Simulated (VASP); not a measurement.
# RuSe (Pm-3m) in VASP: single point with PBE+U

Aim: the single point of RuSe with PBE+U.

Everything below comes from runs of VASP 6.6.1. Logs are shortened: lines on timing, memory, paths and dates and some standing lists are left out, and cuts for length are marked.

## (1) The cell of the first run

It takes space group Pm-3m (No. 221, cubic). Conventional cell: a = 3.188 Å, b = 3.188 Å, c = 3.188 Å, α = 90.00°, β = 90.00°, γ = 90.00°. Ru (site symmetry m-3m) has 8 Se at 2.76 Å and 6 Ru at 3.19 Å within 3.6 Å. Within 3.6 Å of Se (site symmetry m-3m) lie 8 Ru at 2.76 Å and 6 Se at 3.19 Å.

## (2) Single point, PBE+U, collinear spin, ferrimagnetic start

Input file INCAR:

```
  PREC = Accurate
  ENCUT = 520
  EDIFF = 1E-7
  ISMEAR = 0
  SIGMA = 0.05
  LREAL = False
  LASPH = True
  NELM = 150
  ALGO = Normal
  ISIF = 2
  LWAVE = False
  LCHARG = False
  ISPIN = 2
  MAGMOM = 2.52 -0.35
  LORBIT = 11
  LMAXMIX = 4
  LDAU = True
  LDAUTYPE = 2
  LDAUL = 2 -1
  LDAUU = 6 0
  LDAUJ = 0 0
  LDAUPRINT = 1
  GGA = PE
  NBANDS = 21
```

Input file KPOINTS:

```
Automatic mesh
0
Gamma
  6 6 6
```

Input file POSCAR:

```
RuSe
1.0
    3.1876923100      0.0000000000      0.0000000000
    0.0000000000      3.1876923100      0.0000000000
    0.0000000000      0.0000000000      3.1876923100
Ru Se
1 1
Direct
    0.0000000000      0.0000000000      0.0000000000
    0.5000000000      0.5000000000      0.5000000000
```

Potentials or basis: VASP PAW PBE potentials, release 64 (Ru_pv, Se).

Command:

```console
$ cat potpaw_PBE.64/Ru_pv/POTCAR potpaw_PBE.64/Se/POTCAR > POTCAR
$ mpirun -np 1 vasp_std > vasp.out
```

OUTCAR:

```text
PREC = Accurate
   ENCUT = 520
   EDIFF = 1E-7
   ISMEAR = 0
   LREAL = False
   LASPH = True
   NELM = 150
   ISIF = 2
   ISPIN = 2
   LORBIT = 11
   GGA = PE

 ion  position               nearest neighbor table
   1  0.000  0.000  0.000-   2 2.76   2 2.76   2 2.76   2 2.76   2 2.76   2 2.76   2 2.76   2 2.76

   2  0.500  0.500  0.500-   1 2.76   1 2.76   1 2.76   1 2.76   1 2.76   1 2.76   1 2.76   1 2.76

  LATTYP: Found a simple cubic cell.
 ALAT       =     3.1876923100

  Lattice vectors:

 A1 = (   3.1876923100,   0.0000000000,   0.0000000000)
 A2 = (   0.0000000000,   3.1876923100,   0.0000000000)
 A3 = (   0.0000000000,   0.0000000000,   3.1876923100)

Analysis of symmetry for initial positions (statically):
=====================================================================
 Subroutine PRICEL returns:
 Original cell was already a primitive cell.

 Routine SETGRP: Setting up the symmetry group for a
 simple cubic supercell.

 Subroutine GETGRP returns: Found 48 space group operations
 (whereof 48 operations were pure point group operations)
 out of a pool of 48 trial point group operations.

The static configuration has the point symmetry O_h .

Analysis of symmetry for dynamics (positions and initial velocities):
=====================================================================
 Subroutine PRICEL returns:
 Original cell was already a primitive cell.

 Routine SETGRP: Setting up the symmetry group for a
 simple cubic supercell.

 Subroutine GETGRP returns: Found 48 space group operations
 (whereof 48 operations were pure point group operations)
 out of a pool of 48 trial point group operations.

The dynamic configuration has the point symmetry O_h .

Analysis of structural, dynamic, and magnetic symmetry:
=====================================================================
 Subroutine PRICEL returns:
 Original cell was already a primitive cell.

 Routine SETGRP: Setting up the symmetry group for a
 simple cubic supercell.

 Subroutine GETGRP returns: Found 48 space group operations
 (whereof 48 operations were pure point group operations)
 out of a pool of 48 trial point group operations.

The overall configuration has the point symmetry O_h .

 Subroutine INISYM returns: Found 48 space group operations
 (whereof 48 operations are pure point group operations),
 and found     1 'primitive' translations

----------------------------------------------------------------------------------------

                                     Primitive cell

  volume of cell :      32.3914

  direct lattice vectors                    reciprocal lattice vectors
     3.187692310  0.000000000  0.000000000     0.313706563  0.000000000  0.000000000
     0.000000000  3.187692310  0.000000000     0.000000000  0.313706563  0.000000000
     0.000000000  0.000000000  3.187692310     0.000000000  0.000000000  0.313706563

  length of vectors
     3.187692310  3.187692310  3.187692310     0.313706563  0.313706563  0.313706563

  position of ions in fractional coordinates (direct lattice)
     0.000000000  0.000000000  0.000000000
     0.500000000  0.500000000  0.500000000

  ion indices of the primitive-cell ions
   primitive index   ion index
                 1           1
                 2           2

----------------------------------------------------------------------------------------

 KPOINTS: Automatic mesh

Automatic generation of k-mesh.
 Grid dimensions read from file:
 generate k-points for:    6    6    6

 Generating k-lattice:

  Cartesian coordinates                     Fractional coordinates (reciprocal lattice)
[... 65 lines left out ...]
   PSTRESS=    0.0 pullay stress
   NELECT =      20.0000    total number of electrons
   NUPDOWN=      -1.0000    fix difference up-down
   EMIN   =  10.00;   EMAX   =-10.00  energy-range for DOS
   EFERMI =   0.00;   METHOD = LEGACY
   ISMEAR =     0;   SIGMA  =   0.05  broadening in eV -4-tet -1-fermi 0-gaus
   EFERMI_NEDOS =   21; number of points for ismear=-14 and -15
   IALGO  =     38    algorithm
   IMIX   =      4    mixing-type and parameters
     AMIX     =   0.40;   BMIX     =  1.00
     AMIX_MAG =   1.60;   BMIX_MAG =  1.00
  volume/ion in A,a.u.               =      16.20       109.29
  Fermi-wavevector in a.u.,A,eV,Ry     =   1.394040  2.634353 26.440832  1.943346
  Thomas-Fermi vector in A             =   2.517627
   LORBIT       =     11    0 simple, 1 ext, 2 COOP (PROOUT), +10 PAW based schemes
 LDA+U is selected, type is set to LDAUTYPE =  2
   angular momentum for each species LDAUL =     2   -1
   U (eV)           for each species LDAUU =   6.0  0.0
   J (eV)           for each species LDAUJ =   0.0  0.0
   GGA     = PE    functional components
   LHFCALC =     F    Hartree Fock is set to
   AEXX    =    0.0000 exact exchange contribution
   IVDW    =     0    specifies the selected vdW correction
   LEPSILON=     F    determine dielectric tensor
   LRPA    =     F    only Hartree local field effects (RPA)
 spin polarized calculation
 Gauss-broadening in eV      SIGMA  =   0.05
  energy-cutoff  :      520.00
  volume of cell :       32.39
 maximum number of plane-waves:       912
 NGX is ok and might be reduce to    24
   NGX = 11   NGY = 11   NGZ = 11

atom =   1  type =  1  l = 2

 onsite density matrix

spin component  1

  0.8151  0.0000 -0.0000 -0.0000  0.0000
  0.0000  0.8151  0.0000 -0.0000 -0.0000
 -0.0000  0.0000  0.8703 -0.0000 -0.0000
 -0.0000 -0.0000 -0.0000  0.8151  0.0000
  0.0000 -0.0000 -0.0000  0.0000  0.8703

spin component  2

  0.1066 -0.0000 -0.0000  0.0000 -0.0000
 -0.0000  0.1066  0.0000  0.0000  0.0000
 -0.0000  0.0000  0.8392  0.0000 -0.0000
  0.0000  0.0000  0.0000  0.1066 -0.0000
 -0.0000  0.0000 -0.0000 -0.0000  0.8392

 occupancies and eigenvectors

  o =  0.1066  v =  0.0000  0.0000  0.0000  0.0000  0.0000  0.0000  0.0067 -0.0000  1.0000  0.0000      0.0000  0.0000  0.0000  0.0000  0.0000  0.0000  0.0000  0.0000  0.0000  0.0000
  o =  0.1066  v =  0.0000  0.0000  0.0000  0.0000  0.0000  1.0000  0.0000  0.0000  0.0000  0.0000      0.0000  0.0000  0.0000  0.0000  0.0000  0.0000  0.0000  0.0000  0.0000  0.0000
  o =  0.1066  v =  0.0000  0.0000  0.0000  0.0000  0.0000  0.0000  1.0000  0.0000 -0.0067 -0.0000      0.0000  0.0000  0.0000  0.0000  0.0000  0.0000  0.0000  0.0000  0.0000  0.0000
  o =  0.8151  v =  1.0000  0.0000  0.0000  0.0000  0.0000  0.0000  0.0000  0.0000  0.0000  0.0000      0.0000  0.0000  0.0000  0.0000  0.0000  0.0000  0.0000  0.0000  0.0000  0.0000
  o =  0.8151  v =  0.0000  0.3924 -0.0000  0.9198 -0.0000  0.0000  0.0000  0.0000  0.0000  0.0000      0.0000  0.0000  0.0000  0.0000  0.0000  0.0000  0.0000  0.0000  0.0000  0.0000
  o =  0.8151  v =  0.0000 -0.9198  0.0000  0.3924  0.0000  0.0000  0.0000  0.0000  0.0000  0.0000      0.0000  0.0000  0.0000  0.0000  0.0000  0.0000  0.0000  0.0000  0.0000  0.0000
  o =  0.8392  v =  0.0000  0.0000  0.0000  0.0000  0.0000  0.0000  0.0000 -0.9987 -0.0000 -0.0507      0.0000  0.0000  0.0000  0.0000  0.0000  0.0000  0.0000  0.0000  0.0000  0.0000
  o =  0.8392  v =  0.0000  0.0000  0.0000  0.0000  0.0000  0.0000  0.0000 -0.0507 -0.0000  0.9987      0.0000  0.0000  0.0000  0.0000  0.0000  0.0000  0.0000  0.0000  0.0000  0.0000
  o =  0.8703  v =  0.0000 -0.0000 -0.9995 -0.0000 -0.0304  0.0000  0.0000  0.0000  0.0000  0.0000      0.0000  0.0000  0.0000  0.0000  0.0000  0.0000  0.0000  0.0000  0.0000  0.0000
  o =  0.8703  v =  0.0000 -0.0000  0.0304 -0.0000 -0.9995  0.0000  0.0000  0.0000  0.0000  0.0000      0.0000  0.0000  0.0000  0.0000  0.0000  0.0000  0.0000  0.0000  0.0000  0.0000

 number of electron      19.9999991 magnetization       2.0071742

 Free energy of the ion-electron system (eV)
  ---------------------------------------------------
  ext. energy  EPLUGINS =         0.00000000
  ---------------------------------------------------
  free energy    TOTEN  =        -6.44734871 eV

  energy without entropy =       -6.44640673  energy(sigma->0) =       -6.44687772

 E-fermi :   9.6211     XC(G=0): -12.2159

 val. band max:        9.5972099112   @ k =   0.5000   0.5000   0.0000
 cond. band min:       9.6579147877   @ k =   0.5000   0.1667   0.0000
 fundamental gap:      0.0607048766
 Fermi energy:         9.6210706512

 spin component 1

 k-point     1 :       0.0000    0.0000    0.0000
  band No.  band energies     occupation
      1     -33.3871      1.00000
      2     -33.3871      1.00000
      3     -33.3871      1.00000
      4      -6.2106      1.00000
      5       4.1416      1.00000
      6       4.1416      1.00000
[... 469 lines left out ...]
     20      31.6830      0.00000
     21      31.6830      0.00000
 Fermi energy:         9.6210706512

 spin component 2

 k-point     1 :       0.0000    0.0000    0.0000
  band No.  band energies     occupation
      1     -31.6859      1.00000
      2     -31.6857      1.00000
      3     -31.6854      1.00000
      4      -6.3960      1.00000
      5       5.0334      1.00000
      6       5.0338      1.00000
[... 469 lines left out ...]
     20      32.0050      0.00000
     21      32.0050      0.00000

------------------------ aborting loop because EDIFF is reached ----------------------------------------

  FORCE on cell =-STRESS in cart. coord.  units (eV):
  Direction    XX          YY          ZZ          XY          YZ          ZX
  --------------------------------------------------------------------------------------
  -------------------------------------------------------------------------------------
  Total        3.4673232      3.4673232      3.4673232      0.0000000      0.0000000      0.0000000
  in kB      171.5045792    171.5045792    171.5045792      0.0000000      0.0000000      0.0000000
  external PRESSURE =     171.5045792 kB  Pullay stress =       0.0000000 kB

 VOLUME and BASIS-vectors are now :
 -----------------------------------------------------------------------------
  energy-cutoff  :      520.00
  volume of cell :       32.39
      direct lattice vectors                 reciprocal lattice vectors
     3.187692310  0.000000000  0.000000000     0.313706563  0.000000000  0.000000000
     0.000000000  3.187692310  0.000000000     0.000000000  0.313706563  0.000000000
     0.000000000  0.000000000  3.187692310     0.000000000  0.000000000  0.313706563

 POSITION                                       TOTAL-FORCE (eV/Angst)
 -----------------------------------------------------------------------------------
      0.00000      0.00000      0.00000         0.000000      0.000000      0.000000
      1.59385      1.59385      1.59385         0.000000      0.000000      0.000000
 -----------------------------------------------------------------------------------
    total drift:                                0.000000      0.000000      0.000000

  FREE ENERGIE OF THE ION-ELECTRON SYSTEM (eV)
  ---------------------------------------------------
  free  energy   TOTEN  =        -6.4473487117 eV

  energy  without entropy=       -6.4464067275  energy(sigma->0) =       -6.44687772

 total charge

# of ion       s       p       d       tot
------------------------------------------
    1        0.219   6.147   6.138  12.503
    2        1.496   2.298   0.068   3.862
--------------------------------------------------
tot          1.714   8.445   6.206  16.365

 magnetization (x)

# of ion       s       p       d       tot
------------------------------------------
    1        0.028   0.029   2.176   2.233
    2        0.027  -0.307   0.018  -0.262
--------------------------------------------------
tot          0.055  -0.278   2.194   1.971
```

Wall time 18 s (1 thread of Intel Xeon 6975P-C (Granite Rapids), shared host); peak memory 0.16 GiB.

What came out:

```yaml
Free_energy: -6.4473 eV
Pressure: 17.2 GPa
Band_gap_on_the_k_mesh: zero (filled and empty bands overlap)
Net_moment: 2.01 μB per cell
Site_moments: Ru +2.23; Se -0.26 μB
Valence_electrons_inside_the_program's_atomic_spheres: Ru 12.50; Se 3.86
```

Levels at points of the mesh, in eV from the Fermi level:
Spin up:
| k point | band 7 | band 8 | band 9 | band 10 | band 11 | band 12 | band 13 | band 14 | band 15 | band 16 |
| --- | --- | --- | --- | --- | --- | --- | --- | --- | --- | --- |
| (0.00, 0.00, 0.00) | -3.43 | -3.43 | -3.43 | -1.42 | -1.42 | -1.42 | 2.39 | 8.20 | 8.20 | 11.11 |
| (0.50, 0.00, 0.00) | -5.28 | -5.02 | -3.29 | -1.88 | 2.10 | 2.10 | 5.45 | 6.17 | 8.59 | 8.59 |
| (0.50, 0.50, 0.00) | -4.97 | -4.25 | -4.25 | -3.05 | -2.13 | 0.29 | 2.18 | 10.25 | 10.31 | 10.31 |
| (0.50, 0.50, 0.50) | -7.88 | -2.07 | -2.07 | 1.08 | 1.08 | 1.08 | 2.49 | 2.49 | 2.49 | 7.73 |
Spin down:
| k point | band 5 | band 6 | band 7 | band 8 | band 9 | band 10 | band 11 | band 12 | band 13 | band 14 |
| --- | --- | --- | --- | --- | --- | --- | --- | --- | --- | --- |
| (0.00, 0.00, 0.00) | -4.59 | -4.59 | -1.61 | -1.61 | -1.61 | 2.66 | 2.66 | 2.66 | 2.89 | 8.24 |
| (0.50, 0.00, 0.00) | -8.30 | -4.05 | -2.25 | -2.25 | -0.84 | 2.93 | 4.93 | 4.93 | 5.65 | 6.09 |
| (0.50, 0.50, 0.00) | -5.92 | -5.92 | -4.08 | -0.93 | -0.02 | 1.26 | 1.26 | 2.01 | 3.07 | 10.49 |
| (0.50, 0.50, 0.50) | -6.10 | -6.10 | -6.10 | -0.87 | -0.87 | 2.79 | 2.79 | 2.79 | 5.38 | 5.38 |

Eigenvalues of the final occupation matrices:
```csv
site,spin,trace,eigenvalues
site 1 d,1,4.19,0.82 0.82 0.82 0.87 0.87
site 1 d,2,2.00,0.11 0.11 0.11 0.84 0.84
```

The state reached can hang on the start; a lower one may exist.
